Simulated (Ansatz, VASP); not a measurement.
# Sb2Pt: VASP beside Ansatz

```
CELL_PARAMETERS angstrom
4.05999 0.00000 0.00000
-2.02999 3.51605 0.00000
0.00000 0.00000 5.22591
ATOMIC_POSITIONS crystal
Pt 0.00000 0.00000 0.00000
Sb 0.33333 0.66667 0.25841
Sb 0.66667 0.33333 0.74159
```

Alike in both runs: task single point; functional LDA; k mesh 10 × 10 × 6; occupations gaussian, width 0.05 eV; no spin polarisation.

```csv
,VASP,Ansatz
version,VASP 6.6.1,Ansatz 0.2.0
potentials or method,"VASP PAW LDA potentials, release 64 (Pt, Sb), cutoff 520 eV","scalar-relativistic, plane waves, PAW"
valence electrons in the cell,20,48
```

|  | VASP | Ansatz | Ansatz less VASP |
| --- | --- | --- | --- |
| gap on the k mesh at the Fermi level (eV) | none | none | - |
| pressure (GPa) | -5.9 | -6.1 | -0.14 |
| traceless stress, the component that is largest in VASP (GPa) | 0.78 | 0.82 | +0.042 |
| rms of the force components (eV/Å) | 0.157 | 0.173 | +0.0155 |

LDA's correlation is that of Perdew and Zunger in VASP and of Perdew and Wang (1992) in Ansatz. Atom by atom the forces differ by 0.015 eV/Å (rms over components). A gap of «none» marks a metal or a gap that the smearing closes. VASP's potentials hold 20 valence electrons a cell and Ansatz's 48, so a difference there can come from the potentials and not from the codes.

Neither program's run includes spin-orbit coupling.
